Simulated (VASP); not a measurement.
# InSb (P4/mmm) in VASP: a series of runs

The runs below take InSb through single point, with PBE.

Everything below comes from runs of VASP 6.6.1. Logs are shortened: lines on timing, memory, paths and dates and some standing lists are left out, and cuts for length are marked.

## 1. The cell of the first run

It takes space group P4/mmm (No. 123, tetragonal). Conventional cell: a = 2.984 Å, b = 2.984 Å, c = 6.215 Å, α = 90.00°, β = 90.00°, γ = 90.00°. In (site symmetry 4/mmm) has 4 In at 2.98 Å and 2 Sb at 3.11 Å within 3.9 Å. Within 3.9 Å of Sb (site symmetry 4/mmm) lie 4 Sb at 2.98 Å and 2 In at 3.11 Å.

## 2. Single point, PBE (strain -0.030 along x and y, +0.000 along z)

Input file INCAR:

```
PREC = Accurate
ENCUT = 520
EDIFF = 1E-7
ISMEAR = 0
SIGMA = 0.15
LREAL = F
LASPH = T
NELM = 80
ALGO = Normal
ISIF = 2
LWAVE = F
LCHARG = F
GGA = PE
NBANDS = 16
```

Input file KPOINTS:

```
Automatic mesh
0
Gamma
  16 16 8
```

Input file POSCAR:

```
InSb
1.0
    2.9843563200      0.0000000000      0.0000000000
    0.0000000000      2.9843563200      0.0000000000
    0.0000000000      0.0000000000      6.2154700000
In Sb
1 1
Direct
    0.0000000000      0.0000000000      0.0000000000
    0.0000000000      0.0000000000      0.5000000000
```

Potentials or basis: VASP PAW PBE potentials, release 64 (In_d, Sb).

Command:

```bash
$ cat potpaw_PBE.64/In_d/POTCAR potpaw_PBE.64/Sb/POTCAR > POTCAR
$ mpirun -np 1 vasp_std > vasp.out
```

OUTCAR:

```text
PREC = Accurate
   ENCUT = 520
   EDIFF = 1E-7
   ISMEAR = 0
   LREAL = F
   LASPH = T
   NELM = 80
   ISIF = 2
   GGA = PE

 ion  position               nearest neighbor table
   1  0.000  0.000  0.000-   2 3.11   2 3.11
   2  0.000  0.000  0.500-   1 3.11   1 3.11

  LATTYP: Found a simple tetragonal cell.
 ALAT       =     2.9843563200
 C/A-ratio  =     2.0826836120

  Lattice vectors:

 A1 = (   2.9843563200,   0.0000000000,   0.0000000000)
 A2 = (   0.0000000000,   2.9843563200,   0.0000000000)
 A3 = (   0.0000000000,   0.0000000000,   6.2154700000)

Analysis of symmetry for initial positions (statically):
=====================================================================
 Subroutine PRICEL returns:
 Original cell was already a primitive cell.

 Routine SETGRP: Setting up the symmetry group for a
 simple tetragonal supercell.

 Subroutine GETGRP returns: Found 16 space group operations
 (whereof 16 operations were pure point group operations)
 out of a pool of 16 trial point group operations.

The static configuration has the point symmetry D_4h.

Analysis of symmetry for dynamics (positions and initial velocities):
=====================================================================
 Subroutine PRICEL returns:
 Original cell was already a primitive cell.

 Routine SETGRP: Setting up the symmetry group for a
 simple tetragonal supercell.

 Subroutine GETGRP returns: Found 16 space group operations
 (whereof 16 operations were pure point group operations)
 out of a pool of 16 trial point group operations.

The dynamic configuration has the point symmetry D_4h.

 Subroutine INISYM returns: Found 16 space group operations
 (whereof 16 operations are pure point group operations),
 and found     1 'primitive' translations

----------------------------------------------------------------------------------------

                                     Primitive cell

  volume of cell :      55.3574

  direct lattice vectors                    reciprocal lattice vectors
     2.984356320  0.000000000  0.000000000     0.335080631  0.000000000  0.000000000
     0.000000000  2.984356320  0.000000000     0.000000000  0.335080631  0.000000000
     0.000000000  0.000000000  6.215470000     0.000000000  0.000000000  0.160888879

  length of vectors
     2.984356320  2.984356320  6.215470000     0.335080631  0.335080631  0.160888879

  position of ions in fractional coordinates (direct lattice)
     0.000000000  0.000000000  0.000000000
     0.000000000  0.000000000  0.500000000

  ion indices of the primitive-cell ions
   primitive index   ion index
                 1           1
                 2           2

----------------------------------------------------------------------------------------

 KPOINTS: Automatic mesh

Automatic generation of k-mesh.
 Grid dimensions read from file:
 generate k-points for:   16   16    8

 Generating k-lattice:

  Cartesian coordinates                     Fractional coordinates (reciprocal lattice)
     0.020942539  0.000000000  0.000000000     0.062500000  0.000000000  0.000000000
     0.000000000  0.020942539  0.000000000     0.000000000  0.062500000  0.000000000
     0.000000000  0.000000000  0.020111110     0.000000000  0.000000000  0.125000000

  Length of vectors
     0.020942539  0.020942539  0.020111110

  Shift w.r.t. Gamma in fractional coordinates (k-lattice)
     0.000000000  0.000000000  0.000000000

 Subroutine IBZKPT returns following result:
 ===========================================

 Found    225 irreducible k-points:

 Following reciprocal coordinates:
            Coordinates               Weight
  0.000000  0.000000  0.000000      1.000000
  0.062500  0.000000  0.000000      4.000000
  0.125000  0.000000  0.000000      4.000000
  0.187500  0.000000  0.000000      4.000000
  0.250000  0.000000  0.000000      4.000000
  0.312500  0.000000  0.000000      4.000000
[... 16 lines left out ...]
  0.437500  0.125000  0.000000      8.000000
  0.500000  0.125000  0.000000      4.000000
 [... further k-points ...]
   k-points           NKPTS =    225   k-points in BZ     NKDIM =    225   number of bands    NBANDS=     16
   number of dos      NEDOS =    301   number of ions     NIONS =      2
   total plane-waves  NPLWV =  27648
   dimension x,y,z NGX =    24 NGY =   24 NGZ =   48
   dimension x,y,z NGXF=    48 NGYF=   48 NGZF=   96
   ions per type =               1   1
   NGX,Y,Z   is equivalent  to a cutoff of  13.37, 13.37, 12.84 a.u.
   NGXF,Y,Z  is equivalent  to a cutoff of  26.74, 26.74, 25.68 a.u.
 SYSTEM =  unknown system
   PREC   = accura    normal or accurate (medium, high low for compatibility)
   ISTART =      0    job   : 0-new  1-cont  2-samecut
   ICHARG =      2    charge: 1-file 2-atom 10-const
   ISPIN  =      1    spin polarized calculation?
   LNONCOLLINEAR =      F non collinear calculations
   LSORBIT =      F    spin-orbit coupling
   LASPH  =      T    aspherical Exc in radial PAW
   ENCUT  =  520.0 eV  38.22 Ry    6.18 a.u.   5.55  5.55 11.56*2*pi/ulx,y,z
   NELM   =     80;   NELMIN=  2; NELMDL= -5     # of ELM steps
   EDIFF  = 0.1E-06   stopping-criterion for ELM
   LREAL  =      F    real-space projection
   EDIFFG = 0.1E-05   stopping-criterion for IOM
   NSW    =      0    number of steps for IOM
   IBRION =     -1    ionic relax: 0-MD 1-quasi-New 2-CG
   NFREE  =      0    steps in history (QN), initial steepest desc. (CG)
   ISIF   =      2    stress and relaxation
   ISYM   =      2    0-nonsym 1-usesym 2-fastsym
   POTIM  = 0.5000    time-step for ionic-motion
   TEBEG  =    0.0;   TEEND  =   0.0 temperature during run
   PSTRESS=    0.0 pullay stress
   NELECT =      18.0000    total number of electrons
   NUPDOWN=      -1.0000    fix difference up-down
   EMIN   =  10.00;   EMAX   =-10.00  energy-range for DOS
   EFERMI =   0.00;   METHOD = LEGACY
   ISMEAR =     0;   SIGMA  =   0.15  broadening in eV -4-tet -1-fermi 0-gaus
   EFERMI_NEDOS =   21; number of points for ismear=-14 and -15
   IALGO  =     38    algorithm
   IMIX   =      4    mixing-type and parameters
     AMIX     =   0.40;   BMIX     =  1.00
     AMIX_MAG =   1.60;   BMIX_MAG =  1.00
  volume/ion in A,a.u.               =      27.68       186.78
  Fermi-wavevector in a.u.,A,eV,Ry     =   1.125746  2.127352 17.242730  1.267305
  Thomas-Fermi vector in A             =   2.262425
   LORBIT       =      0    0 simple, 1 ext, 2 COOP (PROOUT), +10 PAW based schemes
   GGA     = PE    functional components
   LHFCALC =     F    Hartree Fock is set to
   AEXX    =    0.0000 exact exchange contribution
   IVDW    =     0    specifies the selected vdW correction
   LEPSILON=     F    determine dielectric tensor
   LRPA    =     F    only Hartree local field effects (RPA)
 non-spin polarized calculation
 Gauss-broadening in eV      SIGMA  =   0.15
  energy-cutoff  :      520.00
  volume of cell :       55.36
 maximum number of plane-waves:      1520
 NGX is ok and might be reduce to    24
   NGX = 11   NGY = 11   NGZ = 23

 number of electron      18.0000003 magnetization

 Free energy of the ion-electron system (eV)
  ---------------------------------------------------
  ext. energy  EPLUGINS =         0.00000000
  ---------------------------------------------------
  free energy    TOTEN  =        -6.53186600 eV

  energy without entropy =       -6.52103665  energy(sigma->0) =       -6.52645133

 E-fermi :   7.3751     XC(G=0):  -9.9230

 val. band max:        7.3735224601   @ k =   0.5000   0.1875   0.2500
 cond. band min:       7.3803065113   @ k =   0.5000   0.3125   0.0000
 fundamental gap:      0.0067840512
 Fermi energy:         7.3750975822

 k-point     1 :       0.0000    0.0000    0.0000
  band No.  band energies     occupation
      1      -7.7522      2.00000
      2      -7.4819      2.00000
      3      -7.0364      2.00000
      4      -7.0364      2.00000
      5      -6.9220      2.00000
      6      -4.6517      2.00000
[... 8 lines left out ...]
     15      16.8281      0.00000
     16      17.4053      0.00000

 k-point     2 :       0.0625    0.0000    0.0000
  band No.  band energies     occupation
      1      -7.7355      2.00000
      2      -7.4715      2.00000
      3      -7.0485      2.00000
      4      -7.0354      2.00000
      5      -6.9308      2.00000
      6      -4.5867      2.00000
[... 8 lines left out ...]
     15      16.9157      0.00000
     16      17.8835      0.00000

 k-point     3 :       0.1250    0.0000    0.0000
  band No.  band energies     occupation
      1      -7.6927      2.00000
      2      -7.4368      2.00000
      3      -7.0829      2.00000
      4      -7.0326      2.00000
      5      -6.9561      2.00000
      6      -4.3922      2.00000
[... 8 lines left out ...]
     15      16.7389      0.00000
     16      17.1747      0.00000

 k-point     4 :       0.1875    0.0000    0.0000
  band No.  band energies     occupation
      1      -7.6430      2.00000
      2      -7.3710      2.00000
      3      -7.1335      2.00000
      4      -7.0284      2.00000
      5      -6.9936      2.00000
      6      -4.0702      2.00000
[... 8 lines left out ...]
     15      16.8593      0.00000
     16      17.5938      0.00000

 k-point     5 :       0.2500    0.0000    0.0000
  band No.  band energies     occupation
      1      -7.6025      2.00000
      2      -7.2756      2.00000
      3      -7.1922      2.00000
      4      -7.0375      2.00000
      5      -7.0234      2.00000
      6      -3.6262      2.00000
[... 8 lines left out ...]
     15      17.2236      0.00000
     16      18.1521      0.00000

 k-point     6 :       0.3125    0.0000    0.0000
  band No.  band energies     occupation
      1      -7.5740      2.00000
      2      -7.2497      2.00000
      3      -7.1686      2.00000
      4      -7.0809      2.00000
      5      -7.0185      2.00000
      6      -3.0750      2.00000
[... 8 lines left out ...]
     15      17.6515      0.00000
     16      18.8152      0.00000

 k-point     7 :       0.3750    0.0000    0.0000
  band No.  band energies     occupation
      1      -7.5551      2.00000
      2      -7.2976      2.00000
      3      -7.1175      2.00000
      4      -7.0733      2.00000
      5      -7.0143      2.00000
      6      -2.4551      2.00000
[... 8 lines left out ...]
     15      18.1377      0.00000
     16      19.5192      0.00000

 k-point     8 :       0.4375    0.0000    0.0000
  band No.  band energies     occupation
      1      -7.5441      2.00000
      2      -7.3293      2.00000
      3      -7.1417      2.00000
      4      -7.0114      2.00000
      5      -7.0082      2.00000
      6      -1.8747      2.00000
[... 8 lines left out ...]
     15      18.5943      0.00000
     16      19.8908      0.00000

 k-point     9 :       0.5000    0.0000    0.0000
  band No.  band energies     occupation
      1      -7.5404      2.00000
      2      -7.3403      2.00000
      3      -7.1502      2.00000
      4      -7.0104      2.00000
      5      -6.9852      2.00000
      6      -1.6034      2.00000
[... 8 lines left out ...]
     15      18.7084      0.00000
     16      19.5310      0.00000
[... 172 lines left out ...]
 k-point    19 :       0.1875    0.1250    0.0000
  band No.  band energies     occupation
      1      -7.5517      2.00000
      2      -7.3560      2.00000
      3      -7.1292      2.00000
      4      -7.0729      2.00000
      5      -7.0341      2.00000
      6      -3.8117      2.00000
[... 8 lines left out ...]
     15      16.4632      0.00000
     16      17.2954      0.00000

 k-point    20 :       0.2500    0.1250    0.0000
  band No.  band energies     occupation
      1      -7.5027      2.00000
      2      -7.2679      2.00000
      3      -7.1868      2.00000
      4      -7.0816      2.00000
      5      -7.0675      2.00000
      6      -3.3684      2.00000
[... 8 lines left out ...]
     15      16.7886      0.00000
     16      17.6726      0.00000

 k-point    21 :       0.3125    0.1250    0.0000
  band No.  band energies     occupation
      1      -7.4732      2.00000
      2      -7.2435      2.00000
      3      -7.1628      2.00000
      4      -7.1263      2.00000
      5      -7.0619      2.00000
      6      -2.8177      2.00000
[... 8 lines left out ...]
     15      17.1824      0.00000
     16      18.1492      0.00000

 k-point    22 :       0.3750    0.1250    0.0000
  band No.  band energies     occupation
      1      -7.4552      2.00000
      2      -7.2908      2.00000
      3      -7.1700      2.00000
      4      -7.0608      2.00000
      5      -7.0571      2.00000
      6      -2.1981      2.00000
[... 8 lines left out ...]
     15      17.3039      0.00000
     16      18.0242      0.00000

 k-point    23 :       0.4375    0.1250    0.0000
  band No.  band energies     occupation
      1      -7.4449      2.00000
      2      -7.3220      2.00000
      3      -7.1959      2.00000
      4      -7.0539      2.00000
      5      -6.9941      2.00000
      6      -1.6175      2.00000
[... 8 lines left out ...]
     15      17.5190      0.00000
     16      18.5162      0.00000

 k-point    24 :       0.5000    0.1250    0.0000
  band No.  band energies     occupation
      1      -7.4415      2.00000
      2      -7.3329      2.00000
      3      -7.2051      2.00000
      4      -7.0528      2.00000
      5      -6.9704      2.00000
      6      -1.3459      2.00000
[... 8 lines left out ...]
     15      17.9126      0.00000
     16      19.0555      0.00000

 [... further k-points ...]

------------------------ aborting loop because EDIFF is reached ----------------------------------------

  FORCE on cell =-STRESS in cart. coord.  units (eV):
  Direction    XX          YY          ZZ          XY          YZ          ZX
  --------------------------------------------------------------------------------------
  -------------------------------------------------------------------------------------
  Total        1.8797777      1.8797777      0.3616840      0.0000000      0.0000000      0.0000000
  in kB       54.4053666     54.4053666     10.4680195      0.0000000      0.0000000      0.0000000
  external PRESSURE =      39.7595842 kB  Pullay stress =       0.0000000 kB

 VOLUME and BASIS-vectors are now :
 -----------------------------------------------------------------------------
  energy-cutoff  :      520.00
  volume of cell :       55.36
      direct lattice vectors                 reciprocal lattice vectors
     2.984356320  0.000000000  0.000000000     0.335080631  0.000000000  0.000000000
     0.000000000  2.984356320  0.000000000     0.000000000  0.335080631  0.000000000
     0.000000000  0.000000000  6.215470000     0.000000000  0.000000000  0.160888879

 POSITION                                       TOTAL-FORCE (eV/Angst)
 -----------------------------------------------------------------------------------
      0.00000      0.00000      0.00000         0.000000      0.000000      0.000000
      0.00000      0.00000      3.10773         0.000000      0.000000      0.000000
 -----------------------------------------------------------------------------------
    total drift:                                0.000000     -0.000000     -0.000000

  FREE ENERGIE OF THE ION-ELECTRON SYSTEM (eV)
  ---------------------------------------------------
  free  energy   TOTEN  =        -6.5318660034 eV

  energy  without entropy=       -6.5210366510  energy(sigma->0) =       -6.52645133
```

Run time: 2.2 min. Hardware: 1 thread of Intel Xeon Platinum 8375C at 2.90GHz (Ice Lake), shared host; peak memory 0.33 GiB.

What came out:

```
Free energy            : -6.5319 eV
Pressure               : 4.0 GPa
Band gap on the k mesh : zero (band 9 reaches 12.10 eV, above the bottom of band 10 at 5.45 eV)
```

Stress tensor (GPa, compression positive):
```
5.44 0.00 0.00
0.00 5.44 0.00
0.00 0.00 1.05
```

Levels at points of the mesh, in eV from the Fermi level:
```tsv
k point	band 6	band 7	band 8	band 9	band 10	band 11	band 12	band 13
(0.00, 0.00, 0.00)	-12.03	-7.26	-4.90	4.73	4.73	4.74	8.10	8.21
(0.50, 0.00, 0.00)	-8.98	-5.41	-3.30	-2.29	-1.93	2.83	7.24	7.68
(0.50, 0.50, 0.00)	-5.67	-3.03	-3.03	0.22	0.93	0.93	1.17	2.70
(0.00, 0.00, 0.50)	-11.90	-8.48	-1.31	-0.17	4.89	4.89	8.14	8.70
(0.50, 0.00, 0.50)	-8.94	-5.16	-4.79	-2.68	1.61	3.00	5.50	6.39
(0.50, 0.50, 0.50)	-5.67	-2.84	-2.84	-1.15	0.30	0.30	2.96	4.71
```

Caveat: the cell differs from its parent crystal (strain -0.030 along x and y, +0.000 along z); spin-orbit coupling is left out, which moves the levels of the heavy elements.

(Continued in part 2 of 2.)
